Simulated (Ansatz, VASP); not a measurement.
# MnS: VASP beside Ansatz

```
CELL_PARAMETERS angstrom
0.00000 2.47346 2.47346
2.47346 0.00000 2.47346
2.47346 2.47346 0.00000
ATOMIC_POSITIONS crystal
Mn 0.00000 0.00000 0.00000
S 0.75000 0.75000 0.75000
```

Alike in both runs: task relaxation of cell and atoms; functional RPBE; k mesh 9 × 9 × 9; occupations fermi-dirac, width 0.05 eV; collinear spin.

|  | VASP | Ansatz |
| --- | --- | --- |
| version | VASP 6.6.1 | Ansatz 0.2.0 |
| potentials or method | VASP PAW PBE potentials, release 64 (Mn_pv, S) | Ansatz PAW |
| plane-wave cutoff (eV) | 600 | 420 |
| valence electrons in the cell | 19 | 21 |

VASP gave:

* net moment per atom (μB): 0.12
* size of the moment on the site where the two differ most (μB): 0.24
* relaxed volume (Å³/atom): 15.85
* relaxed cell length with the largest relative difference (Å): 3.553

What did Ansatz give for the same quantities?

net moment per atom (μB): 0.12; size of the moment on the site where the two differ most (μB): 0.22; relaxed volume (Å³/atom): 15.85; relaxed cell length with the largest relative difference (Å): 3.553.

VASP's potentials were made for PBE, not for RPBE. Site moments also hang on the region over which each program counts them. VASP's potentials hold 19 valence electrons a cell and Ansatz's 21, so a difference there can come from the potentials and not from the codes.

Noted on Ansatz's run: the plane-wave basis is chosen anew once the cell has moved, so the energies of steps on either side of that aren't comparable.
